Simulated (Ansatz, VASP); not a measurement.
GaN in VASP and in Ansatz

The input POSCAR:

```
GaN
1.0
    0.0000000000      2.1574201731      2.1574201731
    2.1574201731      0.0000000000      2.1574201731
    2.1574201731      2.1574201731      0.0000000000
Ga N
1 1
Direct
    0.0000000000      0.0000000000      0.0000000000
    0.2500000000      0.2500000000      0.2500000000
```

The input INCAR.step1:

```
PREC = Accurate
ENCUT = 520
EDIFF = 1E-5
ISMEAR = 0
SIGMA = 0.01
LREAL = False
LASPH = True
NELM = 80
ALGO = Normal
ISIF = 2
LWAVE = True
LCHARG = False
NBANDS = 16
GGA = PE
```

File INCAR.step2:

```
PREC = Accurate
ENCUT = 520
EDIFF = 1E-6
ISMEAR = 0
SIGMA = 0.01
LREAL = False
LASPH = True
NELM = 80
ALGO = Normal
ISIF = 2
LWAVE = False
LCHARG = False
GGA = PE
LHFCALC = True
HFSCREEN = 0.2079
PRECFOCK = Normal
NBANDS = 16
ISTART = 1
```

Contents of KPOINTS:

```
Automatic mesh
0
Gamma
  6 6 6
```

Input for Ansatz:

```yaml
crystal:
  lattice:
    - [0.0, 2.1574201731, 2.1574201731]
    - [2.1574201731, 0.0, 2.1574201731]
    - [2.1574201731, 2.1574201731, 0.0]
  atoms:
    - { symbol: Ga, position: [0.0, 0.0, 0.0] }
    - { symbol: "N", position: [0.25, 0.25, 0.25] }
kpoints:
  mp_grid: { grid: [6, 6, 6] }
  band_path:
    path:
      - [0.0, 0.0, 0.0]
      - [-0.5, -0.5, 0.0]
      - [-0.375, -0.375, 0.25]
      - [-0.375, 0.0, 0.375]
      - [0.0, 0.0, 0.5]
      - [-0.5, -0.25, 0.25]
    npoints: 1
hamiltonian:
  xc: hse06
scf:
  occupations: { method: fixed }
  n_extra_bands: 4
output:
  forces: true
  stress: true
  eigenvalues: true
```

Change from the starting cell: hydrostatic strain -4.1%.

Alike in both runs: task single point; functional HSE06; k mesh 6 × 6 × 6; no spin polarisation.

```csv
,VASP,Ansatz
version,VASP 6.6.1,Ansatz 0.2.0
potentials or method,"VASP PAW PBE potentials, release 64 (Ga_d, N)","plane waves, PAW"
plane-wave cutoff (eV),520,420
occupations,"gaussian, width 0.01 eV",fixed
valence electrons in the cell,18,18
```

VASP gave:

- gap on the k mesh at the Fermi level (eV): 3.95
- pressure (GPa): 31.8

Q: Which values does Ansatz return?

A: gap on the k mesh at the Fermi level (eV): 3.92; pressure (GPa): 32.2.

Both programs put the cell under a high pressure, so it lies far from rest at this level. Ansatz's warnings: stress exchange threshold loose, stress scf threshold loose.

The k mesh is coarse, so the values compare programs but aren't converged.
